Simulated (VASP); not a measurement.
# Ga (Cmcm) in VASP: a series of runs

Runs on Ga. Level: PBE. Tasks: single point.

Program: VASP 6.6.1. These are calculated values, not measurements. Logs are shortened: lines on timing, memory, paths and dates and some standing lists are left out, and cuts for length are marked.

## 1. The cell of the first run

It takes space group Cmcm (No. 63, orthorhombic). Conventional cell: a = 2.919 Å, b = 8.184 Å, c = 3.191 Å, α = 90.00°, β = 90.00°, γ = 90.00°. Ga (site symmetry m2m) has 10 Ga at 2.70 to 3.19 Å within 3.6 Å.

## 2. Single point, PBE (19.06 Å³/atom)

INCAR reads:

```
  ALGO = Normal
  EDIFF = 1E-6
  ENCUT = 520
  GGA = PE
  ISIF = 2
  ISMEAR = -1
  LASPH = T
  LCHARG = F
  LREAL = F
  LWAVE = F
  NBANDS = 20
  NELM = 80
  PREC = Accurate
  SIGMA = 0.05
```

KPOINTS reads:

```
k-points
0
Gamma
  15 15 13
```

POSCAR reads:

```
Ga
1.0
    1.4596029289     -4.0919213144      0.0000000000
    1.4596029289      4.0919213144      0.0000000000
    0.0000000000      0.0000000000      3.1909939893
Ga
2
Direct
    0.8670000000      0.1330000000      0.2500000000
    0.1330000000      0.8670000000      0.7500000000
```

Potentials or basis: VASP PAW PBE potentials, release 64 (Ga_d).

On the command line:

```console
> cat potpaw_PBE.64/Ga_d/POTCAR > POTCAR
> mpirun -np 1 vasp_std > vasp.out
```

OUTCAR:

```text
EDIFF = 1E-6
   ENCUT = 520
   GGA = PE
   ISIF = 2
   ISMEAR = -1
   LASPH = T
   LREAL = F
   NELM = 80
   PREC = Accurate

 ion  position               nearest neighbor table
   1  0.867  0.133  0.250-   2 2.70   2 2.70   2 2.89   2 2.89   2 2.89   2 2.89
   2  0.133  0.867  0.750-   1 2.70   1 2.70   1 2.89   1 2.89   1 2.89   1 2.89

  LATTYP: Found a base centered orthorhombic cell.
 ALAT       =     2.9192058578
 B/A-ratio  =     2.8034482758
 C/A-ratio  =     1.0931034482

  Lattice vectors:

 A1 = (   1.4596029289,  -4.0919213144,   0.0000000000)
 A2 = (   1.4596029289,   4.0919213144,   0.0000000000)
 A3 = (   0.0000000000,   0.0000000000,   3.1909939893)

Analysis of symmetry for initial positions (statically):
=====================================================================
 Subroutine PRICEL returns:
 Original cell was already a primitive cell.

 Routine SETGRP: Setting up the symmetry group for a
 base centered orthorhombic supercell.

 Subroutine GETGRP returns: Found  8 space group operations
 (whereof  4 operations were pure point group operations)
 out of a pool of  8 trial point group operations.

The static configuration has the point symmetry C_2h.
 The point group associated with its full space group is D_2h.

Analysis of symmetry for dynamics (positions and initial velocities):
=====================================================================
 Subroutine PRICEL returns:
 Original cell was already a primitive cell.

 Routine SETGRP: Setting up the symmetry group for a
 base centered orthorhombic supercell.

 Subroutine GETGRP returns: Found  8 space group operations
 (whereof  4 operations were pure point group operations)
 out of a pool of  8 trial point group operations.

The dynamic configuration has the point symmetry C_2h.
 The point group associated with its full space group is D_2h.

 Subroutine INISYM returns: Found  8 space group operations
 (whereof  4 operations are pure point group operations),
 and found     1 'primitive' translations

----------------------------------------------------------------------------------------

                                     Primitive cell

  volume of cell :      38.1169

  direct lattice vectors                    reciprocal lattice vectors
     1.459602929 -4.091921314  0.000000000     0.342558918 -0.122191988  0.000000000
     1.459602929  4.091921314  0.000000000     0.342558918  0.122191988  0.000000000
     0.000000000  0.000000000  3.190993989     0.000000000  0.000000000  0.313381975

  length of vectors
     4.344451721  4.344451721  3.190993989     0.363699731  0.363699731  0.313381975

  position of ions in fractional coordinates (direct lattice)
     0.867000000  0.133000000  0.250000000
     0.133000000  0.867000000  0.750000000

  ion indices of the primitive-cell ions
   primitive index   ion index
                 1           1
                 2           2

----------------------------------------------------------------------------------------

 KPOINTS: k-points

Automatic generation of k-mesh.
 Grid dimensions read from file:
 generate k-points for:   15   15   13

 Generating k-lattice:

  Cartesian coordinates                     Fractional coordinates (reciprocal lattice)
     0.022837261 -0.008146133  0.000000000     0.066666667  0.000000000  0.000000000
     0.022837261  0.008146133  0.000000000     0.000000000  0.066666667  0.000000000
     0.000000000  0.000000000  0.024106306     0.000000000  0.000000000  0.076923077

  Length of vectors
     0.024246649  0.024246649  0.024106306

  Shift w.r.t. Gamma in fractional coordinates (k-lattice)
     0.000000000  0.000000000  0.000000000

 Subroutine IBZKPT returns following result:
 ===========================================

 Found    448 irreducible k-points:

 Following reciprocal coordinates:
            Coordinates               Weight
  0.000000  0.000000  0.000000      1.000000
  0.066667  0.000000  0.000000      4.000000
  0.133333 -0.000000  0.000000      4.000000
  0.200000  0.000000  0.000000      4.000000
  0.266667 -0.000000  0.000000      4.000000
  0.333333  0.000000  0.000000      4.000000
[... 16 lines left out ...]
  0.133333  0.133333  0.000000      2.000000
  0.200000  0.133333  0.000000      4.000000
 [... further k-points ...]
   k-points           NKPTS =    448   k-points in BZ     NKDIM =    448   number of bands    NBANDS=     20
   number of dos      NEDOS =    301   number of ions     NIONS =      2
   total plane-waves  NPLWV =  24576
   dimension x,y,z NGX =    32 NGY =   32 NGZ =   24
   dimension x,y,z NGXF=    64 NGYF=   64 NGZF=   48
   ions per type =               2
   NGX,Y,Z   is equivalent  to a cutoff of  12.25, 12.25, 12.50 a.u.
   NGXF,Y,Z  is equivalent  to a cutoff of  24.49, 24.49, 25.01 a.u.
 SYSTEM =  unknown system
   PREC   = accura    normal or accurate (medium, high low for compatibility)
   ISTART =      0    job   : 0-new  1-cont  2-samecut
   ICHARG =      2    charge: 1-file 2-atom 10-const
   ISPIN  =      1    spin polarized calculation?
   LNONCOLLINEAR =      F non collinear calculations
   LSORBIT =      F    spin-orbit coupling
   LASPH  =      T    aspherical Exc in radial PAW
   ENCUT  =  520.0 eV  38.22 Ry    6.18 a.u.   8.08  8.08  5.93*2*pi/ulx,y,z
   NELM   =     80;   NELMIN=  2; NELMDL= -5     # of ELM steps
   EDIFF  = 0.1E-05   stopping-criterion for ELM
   LREAL  =      F    real-space projection
   EDIFFG = 0.1E-04   stopping-criterion for IOM
   NSW    =      0    number of steps for IOM
   IBRION =     -1    ionic relax: 0-MD 1-quasi-New 2-CG
   NFREE  =      0    steps in history (QN), initial steepest desc. (CG)
   ISIF   =      2    stress and relaxation
   ISYM   =      2    0-nonsym 1-usesym 2-fastsym
   POTIM  = 0.5000    time-step for ionic-motion
   TEBEG  =    0.0;   TEEND  =   0.0 temperature during run
   PSTRESS=    0.0 pullay stress
   NELECT =      26.0000    total number of electrons
   NUPDOWN=      -1.0000    fix difference up-down
   EMIN   =  10.00;   EMAX   =-10.00  energy-range for DOS
   EFERMI =   0.00;   METHOD = LEGACY
   ISMEAR =    -1;   SIGMA  =   0.05  broadening in eV -4-tet -1-fermi 0-gaus
   EFERMI_NEDOS =   21; number of points for ismear=-14 and -15
   IALGO  =     38    algorithm
   IMIX   =      4    mixing-type and parameters
     AMIX     =   0.40;   BMIX     =  1.00
     AMIX_MAG =   1.60;   BMIX_MAG =  1.00
  volume/ion in A,a.u.               =      19.06       128.61
  Fermi-wavevector in a.u.,A,eV,Ry     =   1.441097  2.723279 28.256052  2.076761
  Thomas-Fermi vector in A             =   2.559768
   LORBIT       =      0    0 simple, 1 ext, 2 COOP (PROOUT), +10 PAW based schemes
   GGA     = PE    functional components
   LHFCALC =     F    Hartree Fock is set to
   AEXX    =    0.0000 exact exchange contribution
   IVDW    =     0    specifies the selected vdW correction
   LEPSILON=     F    determine dielectric tensor
   LRPA    =     F    only Hartree local field effects (RPA)
 non-spin polarized calculation
  energy-cutoff  :      520.00
  volume of cell :       38.12
 maximum number of plane-waves:      1045
   NGX = 17   NGY = 17   NGZ = 11

 number of electron      26.0000012 magnetization

 Free energy of the ion-electron system (eV)
  ---------------------------------------------------
  ext. energy  EPLUGINS =         0.00000000
  ---------------------------------------------------
  free energy    TOTEN  =        -5.76708995 eV

  energy without entropy =       -5.75972538  energy(sigma->0) =       -5.76340767

 E-fermi :   5.4553     XC(G=0): -10.9206

 val. band max:        5.4448717314   @ k =  -0.4667   0.2000   0.2308
 cond. band min:       5.4576020003   @ k =  -0.4667   0.0667   0.3846
 fundamental gap:      0.0127302689
 Fermi energy:         5.4553452923

 k-point     1 :       0.0000    0.0000    0.0000
  band No.  band energies     occupation
      1      -9.6999      2.00000
      2      -9.6786      2.00000
      3      -9.6114      2.00000
      4      -9.5956      2.00000
      5      -9.4165      2.00000
      6      -9.4027      2.00000
[... 12 lines left out ...]
     19      16.5452      0.00000
     20      17.0931      0.00000

 k-point     2 :       0.0667    0.0000    0.0000
  band No.  band energies     occupation
      1      -9.6955      2.00000
      2      -9.6759      2.00000
      3      -9.6097      2.00000
      4      -9.5789      2.00000
      5      -9.4213      2.00000
      6      -9.4079      2.00000
[... 12 lines left out ...]
     19      16.7875      0.00000
     20      18.1503      0.00000

 k-point     3 :       0.1333   -0.0000    0.0000
  band No.  band energies     occupation
      1      -9.6834      2.00000
      2      -9.6682      2.00000
      3      -9.5972      2.00000
      4      -9.5418      2.00000
      5      -9.4347      2.00000
      6      -9.4229      2.00000
[... 12 lines left out ...]
     19      17.4519      0.00000
     20      19.7235      0.00000

 k-point     4 :       0.2000    0.0000    0.0000
  band No.  band energies     occupation
      1      -9.6658      2.00000
      2      -9.6571      2.00000
      3      -9.5765      2.00000
      4      -9.5077      2.00000
      5      -9.4459      2.00000
      6      -9.4409      2.00000
[... 12 lines left out ...]
     19      17.6068      0.00000
     20      21.3113      0.00000

 k-point     5 :       0.2667   -0.0000    0.0000
  band No.  band energies     occupation
      1      -9.6462      2.00000
      2      -9.6448      2.00000
      3      -9.5567      2.00000
      4      -9.5164      2.00000
      5      -9.4733      2.00000
      6      -9.4052      2.00000
[... 12 lines left out ...]
     19      17.6666      0.00000
     20      20.1307      0.00000

 k-point     6 :       0.3333    0.0000    0.0000
  band No.  band energies     occupation
      1      -9.6335      2.00000
      2      -9.6300      2.00000
      3      -9.5499      2.00000
      4      -9.5326      2.00000
      5      -9.5006      2.00000
      6      -9.4016      2.00000
[... 12 lines left out ...]
     19      17.3826      0.00000
     20      18.7574      0.00000

 k-point     7 :       0.4000    0.0000    0.0000
  band No.  band energies     occupation
      1      -9.6248      2.00000
      2      -9.6243      2.00000
      3      -9.5538      2.00000
      4      -9.5351      2.00000
      5      -9.5232      2.00000
      6      -9.4097      2.00000
[... 12 lines left out ...]
     19      16.0792      0.00000
     20      18.4430      0.00000
[... 277 lines left out ...]
 k-point    20 :      -0.2000    0.0667    0.0000
  band No.  band energies     occupation
      1      -9.6751      2.00000
      2      -9.6559      2.00000
      3      -9.6164      2.00000
      4      -9.5210      2.00000
      5      -9.4538      2.00000
      6      -9.4321      2.00000
[... 12 lines left out ...]
     19      16.9631      0.00000
     20      19.2848      0.00000

 k-point    21 :      -0.1333    0.0667    0.0000
  band No.  band energies     occupation
      1      -9.6901      2.00000
      2      -9.6672      2.00000
      3      -9.6299      2.00000
      4      -9.5563      2.00000
      5      -9.4386      2.00000
      6      -9.4143      2.00000
[... 12 lines left out ...]
     19      16.5878      0.00000
     20      17.5626      0.00000

 k-point    22 :      -0.0667    0.0667    0.0000
  band No.  band energies     occupation
      1      -9.6972      2.00000
      2      -9.6742      2.00000
      3      -9.6282      2.00000
      4      -9.5775      2.00000
      5      -9.4268      2.00000
      6      -9.4060      2.00000
[... 12 lines left out ...]
     19      16.1859      0.00000
     20      16.9843      0.00000

 k-point    23 :       0.1333    0.1333    0.0000
  band No.  band energies     occupation
      1      -9.6582      2.00000
      2      -9.6553      2.00000
      3      -9.5503      2.00000
      4      -9.4895      2.00000
      5      -9.4541      2.00000
      6      -9.4415      2.00000
[... 12 lines left out ...]
     19      18.3272      0.00000
     20      20.8662      0.00000

 k-point    24 :       0.2000    0.1333    0.0000
  band No.  band energies     occupation
      1      -9.6503      2.00000
      2      -9.6369      2.00000
      3      -9.5645      2.00000
      4      -9.4859      2.00000
      5      -9.4733      2.00000
      6      -9.4319      2.00000
[... 12 lines left out ...]
     19      18.2899      0.00000
     20      19.9253      0.00000

 [... further k-points ...]
[... 5 lines left out ...]
  --------------------------------------------------------------------------------------
  -------------------------------------------------------------------------------------
  Total       -0.2366621      0.2607724      0.3420000      0.0000000     -0.0000000      0.0000000
  in kB       -9.9476688     10.9611002     14.3753594      0.0000000     -0.0000000      0.0000000
  external PRESSURE =       5.1295970 kB  Pullay stress =       0.0000000 kB

 VOLUME and BASIS-vectors are now :
 -----------------------------------------------------------------------------
  energy-cutoff  :      520.00
  volume of cell :       38.12
      direct lattice vectors                 reciprocal lattice vectors
     1.459602929 -4.091921314  0.000000000     0.342558918 -0.122191988  0.000000000
     1.459602929  4.091921314  0.000000000     0.342558918  0.122191988  0.000000000
     0.000000000  0.000000000  3.190993989     0.000000000  0.000000000  0.313381975

 POSITION                                       TOTAL-FORCE (eV/Angst)
 -----------------------------------------------------------------------------------
      1.45960     -3.00347      0.79775         0.000000      0.188962      0.000000
      1.45960      3.00347      2.39325         0.000000     -0.188962     -0.000000
 -----------------------------------------------------------------------------------
    total drift:                                0.000000      0.000000     -0.000000

  FREE ENERGIE OF THE ION-ELECTRON SYSTEM (eV)
  ---------------------------------------------------
  free  energy   TOTEN  =        -5.7670899497 eV

  energy  without entropy=       -5.7597253831  energy(sigma->0) =       -5.76340767
```

Run time: 4 min. Hardware: 1 thread of Oxide Virtual Turin-like, shared host; peak memory 0.35 GiB.

Results:

| Item | Value |
| --- | --- |
| Free energy | -5.7671 eV |
| Pressure | 0.5 GPa |
| Largest force | 0.189 eV/Å |
| Band gap on the k mesh | zero (bands 13 and 14 overlap by 8.59 eV) |

Forces on the atoms (eV/Å):
```
Ga   0.000  0.189  0.000
Ga   0.000 -0.189  0.000
```

Levels at points of the mesh, in eV from the Fermi level:
| k point | band 10 | band 11 | band 12 | band 13 | band 14 | band 15 | band 16 | band 17 |
| --- | --- | --- | --- | --- | --- | --- | --- | --- |
| (0.00, 0.00, 0.00) | -14.66 | -11.08 | -2.20 | -1.62 | 2.88 | 6.53 | 7.73 | 8.65 |

## 3. Single point, PBE (19.81 Å³/atom)

This run uses another cell than the first one, of 19.81 Å³/atom.

INCAR reads:

```
SYSTEM = Ga
PREC = Accurate
ENCUT = 520
EDIFF = 1E-6
ISMEAR = -1
SIGMA = 0.05
LREAL = .False.
LASPH = .True.
NELM = 60
ALGO = Normal
ISIF = 2
LWAVE = .False.
LCHARG = .False.
GGA = PE
NBANDS = 20
```

KPOINTS reads:

```
regular mesh
0
Gamma
  15 15 13
  0 0 0
```

POSCAR reads:

```
Ga
1.0
    1.4784385925     -4.1447261232      0.0000000000
    1.4784385925      4.1447261232      0.0000000000
    0.0000000000      0.0000000000      3.2321726471
Ga
2
Direct
    0.8670000000      0.1330000000      0.2500000000
    0.1330000000      0.8670000000      0.7500000000
```

Potentials or basis: VASP PAW PBE potentials, release 64 (Ga_d).

On the command line:

```console
> cat potpaw_PBE.64/Ga_d/POTCAR > POTCAR
> mpirun -np 1 vasp_std > vasp.out
```

It took 5.2 min on 1 thread of Oxide Virtual Turin-like, shared host; peak memory 0.37 GiB.

The run converged. Its results:

| Quantity | Value |
| --- | --- |
| Free energy | -5.7646 eV |
| Pressure | -1.2 GPa |
| Largest force | 0.166 eV/Å |
| Band gap on the k mesh | zero (bands 13 and 14 overlap by 8.33 eV) |

Forces on the atoms (eV/Å):
```
Ga   0.000  0.166  0.000
Ga   0.000 -0.166  0.000
```

Stress tensor (GPa, compression positive):
```
-2.62  0.00  0.00
 0.00 -0.60  0.00
 0.00  0.00 -0.40
```

Levels at points of the mesh, in eV from the Fermi level:
```
           k point  band 10  band 11  band 12  band 13  band 14  band 15  band 16  band 17
(0.00, 0.00, 0.00)   -14.64   -10.78    -2.08    -1.71     2.83     6.43     7.52     8.42
```
